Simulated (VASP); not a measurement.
A run of VASP 6.6.1 is set up as follows.

The input INCAR:

```
SYSTEM = SiN
PREC = Accurate ; ENCUT = 520
EDIFF = 1E-6 ; ISMEAR = 0
SIGMA = 0.1 ; LREAL = .False.
LASPH = .True. ; NELM = 100
ALGO = Normal ; ISIF = 2
LWAVE = .False. ; LCHARG = .False.
GGA = PE ; NBANDS = 17
```

KPOINTS

```
regular mesh
0
Gamma
  6 6 4
  0 0 0
```

POSCAR

```
SiN
1.0
    2.8049173600      0.0000000000      0.0000000000
   -1.4024586800      2.4291296900      0.0000000000
    0.0000000000      0.0000000000      7.4502811800
Si N
2 2
Direct
    0.3333333300      0.6666666700      0.7500000000
    0.6666666700      0.3333333300      0.2500000000
    0.3333333300      0.6666666700      0.2500000000
    0.6666666700      0.3333333300      0.7500000000
```

Potentials or basis: VASP PAW PBE potentials, release 64 (Si, N).

The run is started by

```sh
$ cat potpaw_PBE.64/Si/POTCAR potpaw_PBE.64/N/POTCAR > POTCAR
$ mpirun -np 1 vasp_std > vasp.out
```

Predict the band gap on the k mesh.

zero (bands 9 and 10 overlap by 1.52 eV).

Predict the pressure.

41.5 GPa.

Stress tensor (GPa, compression positive):
```
63.06  0.00  0.00
 0.00 63.06  0.00
 0.00  0.00 -1.64
```

Caveat: the k points lie up to 0.43 Å⁻¹ apart, too coarse for converged energies and pressures of a metal.
